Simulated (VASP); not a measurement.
Here is a VASP 6.6.1 calculation.

Contents of INCAR:

```
SYSTEM = Li3ZrN2
PREC = Accurate
ENCUT = 750
EDIFF = 1E-6
ISMEAR = 0
SIGMA = 0.15
LREAL = .FALSE.
LASPH = .TRUE.
NELM = 120
ALGO = Normal
ISIF = 2
LWAVE = .FALSE.
LCHARG = .FALSE.
GGA = PE
NBANDS = 24
GGA_COMPAT = .FALSE.
```

Contents of KPOINTS:

```
Automatic mesh
0
G
  3 3 3
  0 0 0
```

The input POSCAR:

```
Li3ZrN2
1.0
    4.4685981118     -0.0000000027      0.0000000000
   -2.2342990536      3.8699194854      0.0000000000
    0.0000000000      0.0000000000      3.3173762858
Li Zr N
3 1 2
Direct
    0.0000000000      0.5000000000      0.9456454590
    0.5000000000      0.0000000000      0.9456454590
    0.5000000000      0.5000000000      0.9456454590
    0.0000000000      0.0000000000      0.4439774171
    0.6666666667      0.3333333333      0.4445405580
    0.3333333333      0.6666666667      0.4445405580
```

Potentials or basis: VASP PAW PBE potentials, release 64 (Li_sv, Zr_sv, N).

Launch:

```sh
$ cat potpaw_PBE.64/Li_sv/POTCAR potpaw_PBE.64/Zr_sv/POTCAR potpaw_PBE.64/N/POTCAR > POTCAR
$ mpirun -np 1 vasp_std > vasp.out
```

**Question.** What does it give for the largest force?

**Answer.** 0.063 eV/Å.

**Question.** Estimate the pressure.

**Answer.** -0.2 GPa.

Forces in eV/Å, atoms in the order of the input:
```
Li   0.000  0.000 -0.024
Li   0.000  0.000 -0.024
Li   0.000  0.000 -0.024
Zr   0.000  0.000  0.063
N    0.000  0.000  0.004
N    0.000  0.000  0.004
```

Caveat: the k points lie up to 0.63 Å⁻¹ apart.
